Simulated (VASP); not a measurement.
# SiC (F-43m) in VASP: notebook, part 2 of 2

VASP 6.6.1. The steps go on from the part before.

**3. Single point, PBE**

This run uses another cell than the first one: it holds 32 atoms, not 2.

The input, INCAR:

```
PREC = Accurate ; ENCUT = 520
EDIFF = 1E-6 ; ISMEAR = 0
SIGMA = 0.01 ; LREAL = Auto
LASPH = True ; NELM = 80
ALGO = Normal ; ISIF = 2
LWAVE = False ; LCHARG = True
GGA = PE ; LELF = True
LVHAR = True ; NBANDS = 86
```

The input, KPOINTS:

```
Automatic mesh
0
Gamma
  2 2 2
  0.5 0.5 0.5
```

The input, POSCAR:

```
SiC
1.0
   -4.3797259407      4.3797259407      4.3797259407
    4.3797259407     -4.3797259407      4.3797259407
    4.3797259407      4.3797259407     -4.3797259407
Si C
16 16
Direct
    0.2500000000      0.5000000000      0.0000000000
    0.2500000000      0.7500000000      0.7500000000
    0.2500000000      0.0000000000      0.5000000000
    0.5000000000      0.2500000000      0.0000000000
    0.2500000000      0.2500000000      0.2500000000
    0.5000000000      0.5000000000      0.7500000000
    0.5000000000      0.7500000000      0.5000000000
    0.7500000000      0.0000000000      0.0000000000
    0.5000000000      0.0000000000      0.2500000000
    0.7500000000      0.2500000000      0.7500000000
    0.7500000000      0.5000000000      0.5000000000
    0.0000000000      0.7500000000      0.0000000000
    0.7500000000      0.7500000000      0.2500000000
    0.0000000000      0.0000000000      0.7500000000
    0.0000000000      0.2500000000      0.5000000000
    0.0000000000      0.5000000000      0.2500000000
    0.5000000000      0.5000000000      0.0000000000
    0.5000000000      0.7500000000      0.7500000000
    0.5000000000      0.0000000000      0.5000000000
    0.7500000000      0.2500000000      0.0000000000
    0.5000000000      0.2500000000      0.2500000000
    0.7500000000      0.5000000000      0.7500000000
    0.7500000000      0.7500000000      0.5000000000
    0.0000000000      0.0000000000      0.0000000000
    0.7500000000      0.0000000000      0.2500000000
    0.0000000000      0.2500000000      0.7500000000
    0.0000000000      0.5000000000      0.5000000000
    0.2500000000      0.7500000000      0.0000000000
    0.0000000000      0.7500000000      0.2500000000
    0.2500000000      0.0000000000      0.7500000000
    0.2500000000      0.2500000000      0.5000000000
    0.2500000000      0.5000000000      0.2500000000
```

Potentials or basis: VASP PAW PBE potentials, release 64 (Si, C).

Run with:

```sh
> cat potpaw_PBE.64/Si/POTCAR potpaw_PBE.64/C/POTCAR > POTCAR
> mpirun -np 1 vasp_std > vasp.out
```

Wall time 1.8 min (1 thread of Intel Xeon Platinum 8488C (Sapphire Rapids), shared host); peak memory 0.4 GiB.

The run converged. Its results:

| Item | Value |
| --- | --- |
| Free energy | -240.9606 eV |
| Pressure | 0.0 GPa |
| Band gap on the k mesh | 2.69 eV |

Levels at points of the mesh, in eV from the valence-band top:
```tsv
k point	band 60	band 61	band 62	band 63	band 64	band 65	band 66	band 67	band 68	band 69
(0.25, 0.25, 0.25)	0.00	0.00	0.00	0.00	0.00	4.31	4.31	4.31	4.31	4.31
```

**4. Single point, PBE**

This run uses another cell than the first one, of 10.50 Å³/atom, 1.214 times its volume.

The input, INCAR:

```
PREC = Accurate
ENCUT = 520
EDIFF = 1E-6
ISMEAR = 0
SIGMA = 0.02
LREAL = F
LASPH = T
NELM = 80
ALGO = Normal
ISIF = 2
LWAVE = F
LCHARG = F
GGA = PE
NBANDS = 11
```

The input, KPOINTS:

```
Automatic mesh
0
Gamma
  10 10 10
```

The input, POSCAR:

```
SiC
1.0
    0.0000000000      2.1898629703      2.1898629703
    2.1898629703      0.0000000000      2.1898629703
    2.1898629703      2.1898629703      0.0000000000
Si C
1 1
Direct
    0.2500000000      0.2500000000      0.2500000000
    0.0000000000      0.0000000000      0.0000000000
```

Run with:

```sh
> cat potpaw_PBE.64/Si/POTCAR potpaw_PBE.64/C/POTCAR > POTCAR
> mpirun -np 1 vasp_std > vasp.out
```

Wall time 6.7 s (1 thread of AMD EPYC 9R45 (Zen 5), shared host); peak memory 0.1 GiB.

The run converged. Its results:

| Quantity | Value |
| --- | --- |
| Free energy | -15.0608 eV |
| Pressure | 0.0 GPa |
| Band gap on the k mesh | 1.37 eV, indirect (least direct gap 4.53 eV) |

Levels at points of the mesh, in eV from the valence-band top:
```csv
k point,band 2,band 3,band 4,band 5,band 6,band 7
"(0.00, 0.00, 0.00)",0.00,0.00,0.00,6.06,7.20,7.20
"(0.50, 0.00, 0.00)",-8.45,-1.05,-1.05,5.30,7.17,7.17
"(0.50, 0.50, 0.00)",-7.75,-3.16,-3.16,1.37,4.27,13.86
```

**5. Single point, PBE**

This run uses another cell than the first one: it holds 32 atoms, not 2.

The input, INCAR:

```
PREC = Accurate
ENCUT = 520
EDIFF = 1E-7
ISMEAR = 0
SIGMA = 0.01
LREAL = Auto
LASPH = True
NELM = 80
ALGO = Normal
ISIF = 2
LWAVE = False
LCHARG = False
GGA = PE
NBANDS = 86
```

The input, KPOINTS:

```
Automatic mesh
0
Gamma
  1 1 1
```

The input, POSCAR:

```
SiC
1.0
   -4.3797259407     -4.3797259407      4.3797259407
    4.3797259407     -4.3797259407     -4.3797259407
    4.3797259407      4.3797259407      4.3797259407
Si C
16 16
Direct
    0.2500000000      0.7500000000      0.2500000000
    0.0000000000      0.7500000000      0.5000000000
    0.5000000000      0.5000000000      0.2500000000
    0.2500000000      0.5000000000      0.5000000000
    0.0000000000      0.5000000000      0.7500000000
    0.7500000000      0.7500000000      0.7500000000
    0.5000000000      0.7500000000      0.0000000000
    0.0000000000      0.0000000000      0.2500000000
    0.7500000000      0.2500000000      0.2500000000
    0.5000000000      0.2500000000      0.5000000000
    0.2500000000      0.2500000000      0.7500000000
    0.0000000000      0.2500000000      0.0000000000
    0.7500000000      0.5000000000      0.0000000000
    0.7500000000      0.0000000000      0.5000000000
    0.5000000000      0.0000000000      0.7500000000
    0.2500000000      0.0000000000      0.0000000000
    0.2500000000      0.5000000000      0.2500000000
    0.0000000000      0.5000000000      0.5000000000
    0.5000000000      0.2500000000      0.2500000000
    0.2500000000      0.2500000000      0.5000000000
    0.0000000000      0.2500000000      0.7500000000
    0.7500000000      0.5000000000      0.7500000000
    0.5000000000      0.5000000000      0.0000000000
    1.0000000000      0.7500000000      0.2500000000
    0.7500000000      0.0000000000      0.2500000000
    0.5000000000      0.0000000000      0.5000000000
    0.2500000000      0.0000000000      0.7500000000
    0.0000000000      0.0000000000      0.0000000000
    0.7500000000      0.2500000000      0.0000000000
    0.7500000000      0.7500000000      0.5000000000
    0.5000000000      0.7500000000      0.7500000000
    0.2500000000      0.7500000000      0.0000000000
```

Run with:

```sh
> cat potpaw_PBE.64/Si/POTCAR potpaw_PBE.64/C/POTCAR > POTCAR
> mpirun -np 1 vasp_gam > vasp.out
```

Wall time 35 s (1 thread of AMD EPYC 9R45 (Zen 5), shared host); peak memory 0.35 GiB.

The run converged. Its results:

```
Free energy            : -236.9812 eV
Pressure               : 1.5 GPa
Band gap on the k mesh : 1.30 eV
```

Levels at points of the mesh, in eV from the valence-band top:
| k point | band 61 | band 62 | band 63 | band 64 | band 65 | band 66 | band 67 | band 68 |
| --- | --- | --- | --- | --- | --- | --- | --- | --- |
| (0.00, 0.00, 0.00) | -1.19 | 0.00 | 0.00 | 0.00 | 1.30 | 1.30 | 1.30 | 4.20 |

Caveat: the k points lie up to 1.01 Å⁻¹ apart.

**6. Single point, PBE**

This run uses another cell than the first one: it holds 16 atoms, not 2.

The input, INCAR:

```
  PREC = Accurate
  ENCUT = 520
  EDIFF = 1E-6
  ISMEAR = 0
  SIGMA = 0.01
  LREAL = Auto
  LASPH = True
  NELM = 60
  ALGO = Normal
  ISIF = 2
  LWAVE = False
  LCHARG = False
  GGA = PE
  NBANDS = 46
```

The input, KPOINTS:

```
Automatic mesh
0
Gamma
  3 3 3
```

The input, POSCAR:

```
SiC
1.0
    0.0000000000      4.3797259407     -4.3797259407
    4.3797259407      4.3797259407      0.0000000000
    4.3797259407      0.0000000000     -4.3797259407
Si C
8 8
Direct
    0.3750000000      0.3750000000      0.3750000000
    0.3750000000      0.8750000000      0.3750000000
    0.8750000000      0.3750000000      0.3750000000
    0.8750000000      0.8750000000      0.3750000000
    0.3750000000      0.3750000000      0.8750000000
    0.3750000000      0.8750000000      0.8750000000
    0.8750000000      0.3750000000      0.8750000000
    0.8750000000      0.8750000000      0.8750000000
    0.5000000000      0.5000000000      0.0000000000
    0.5000000000      0.0000000000      0.0000000000
    1.0000000000      0.5000000000      0.0000000000
    1.0000000000      0.0000000000      0.0000000000
    0.5000000000      0.5000000000      0.5000000000
    0.5000000000      0.0000000000      0.5000000000
    1.0000000000      0.5000000000      0.5000000000
    1.0000000000      0.0000000000      0.5000000000
```

Potentials or basis: VASP PAW PBE potentials, release 64 (Si, C).

Run with:

```sh
> cat potpaw_PBE.64/Si/POTCAR potpaw_PBE.64/C/POTCAR > POTCAR
> mpirun -np 1 vasp_std > vasp.out
```

Run time: 87 s. Hardware: 1 thread of Intel Xeon Platinum 8375C at 2.90GHz (Ice Lake), shared host; peak memory 0.3 GiB.

Results (log left out):

```yaml
Free_energy: -120.4058 eV
Pressure: 0.0 GPa
Band_gap_on_the_k_mesh: 1.36 eV
```

Levels at points of the mesh, in eV from the valence-band top:
```
           k point  band 28  band 29  band 30  band 31  band 32  band 33  band 34  band 35  band 36  band 37
(0.00, 0.00, 0.00)    -1.05    -1.05     0.00     0.00     0.00     1.36     1.36     1.36     4.26     4.26
```

**7. Overview**

```csv
spin,cell,k mesh,smearing,gap on the mesh (eV),pressure (GPa)
"non-collinear, zero start, SOC","a = 2.903 Å, angles 60.0°, 2 atoms",12 × 12 × 12,gaussian 0.02 eV,-,59.8
off,"a = 7.586 Å, angles 109.5°, 32 atoms","2 × 2 × 2, shifted",gaussian 0.01 eV,2.69,0.0
off,"a = 3.097 Å, angles 60.0°, 2 atoms",10 × 10 × 10,gaussian 0.02 eV,1.37,0.0
off,"a = 7.586 Å, angles 109.5°, 32 atoms",1 × 1 × 1,gaussian 0.01 eV,1.30,1.5
off,"a = 6.194 Å, angles 60.0°, 16 atoms",3 × 3 × 3,gaussian 0.01 eV,1.36,0.0
```

Alike in all rows: task single point; level PBE; potentials or basis VASP PAW PBE potentials, release 64 (Si, C); cutoff (eV) 520.

Caveats: some runs use coarse meshes.

Absolute energies hang on the potentials; compare differences alone.
